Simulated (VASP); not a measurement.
Wanted: the native input for a VASP 6.6.1 run.

```yaml
Task: single point
Functional: PBEsol
Potentials_or_basis: VASP PAW PBE potentials, release 64 (B, P)
Cutoff: 520 eV
k_mesh: 10 × 10 × 10
Occupations: gaussian, width 0.01 eV
Spin: no spin polarisation
Dipole_correction: no
Further_INCAR_settings: ALGO = Normal; EDIFF = 1e-07; NBANDS = 11
```

The structure of BP lies in POSCAR:

```
BP
1.0
    0.0000000000      2.2431122043      2.2431122043
    2.2431122043      0.0000000000      2.2431122043
    2.2431122043      2.2431122043      0.0000000000
B P
1 1
Direct
    0.0000000000      0.0000000000      0.0000000000
    0.7500000000      0.7500000000      0.7500000000
```

The input as run:

INCAR

```
  PREC = Accurate
  ENCUT = 520
  EDIFF = 1E-7
  ISMEAR = 0
  SIGMA = 0.01
  LREAL = F
  LASPH = T
  NELM = 60
  ALGO = Normal
  ISIF = 2
  LWAVE = F
  LCHARG = T
  GGA = PS
  LELF = T
  LVHAR = T
  NBANDS = 11
```

KPOINTS

```
regular mesh
0
Gamma
  10 10 10
```

Potentials or basis: VASP PAW PBE potentials, release 64 (B, P).

Command:

```sh
$ cat potpaw_PBE.64/B/POTCAR potpaw_PBE.64/P/POTCAR > POTCAR
$ mpirun -np 1 vasp_std > vasp.out
```

Results of the run:

* Pressure: 4.1 GPa
* Band gap on the k mesh: 1.09 eV, indirect (least direct gap 3.41 eV)

Caveat: the PAW data sets were made with another functional, which shifts forces and pressure a little.

Run time: 20 s on 1 thread of AMD EPYC 7R13, with other jobs on the host, peak memory 0.11 GiB.
